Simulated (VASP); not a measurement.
A run of VASP 6.6.1:

File INCAR:

```
SYSTEM = P
PREC = Accurate ; ENCUT = 520
EDIFF = 1E-6 ; ISMEAR = 0
SIGMA = 0.1 ; LREAL = .FALSE.
LASPH = .TRUE. ; NELM = 60
ALGO = Normal ; ISIF = 2
LWAVE = .FALSE. ; LCHARG = .FALSE.
GGA = PS ; NBANDS = 18
```

KPOINTS

```
Automatic mesh
0
G
  12 10 12
  0 0 0
```

The input POSCAR:

```
P
1.0
    3.3513470648      0.0000000000      0.0000000000
    0.0000000000      4.6820546117      0.0000000000
    0.0000000000      0.0000000000      3.3428107787
P
4
Direct
    0.0000000000      0.7500000000      0.5079086892
    0.0000000000      0.2500000000      0.4920913108
    0.5000000000      0.2500000000      0.0079086892
    0.5000000000      0.7500000000      0.9920913108
```

Potentials or basis: VASP PAW PBE potentials, release 64 (P).

Command:

```console
$ cat potpaw_PBE.64/P/POTCAR > POTCAR
$ mpirun -np 1 vasp_std > vasp.out
```

Hardware: 1 thread of Oxide Virtual Turin-like Processor, with other jobs on the host.

Q: Estimate the wall time of this run.

A: Run time: 4.7 min on 1 thread of Oxide Virtual Turin-like Processor (shared host), peak memory 0.27 GiB. Counts: scf iterations 11, k points 294.
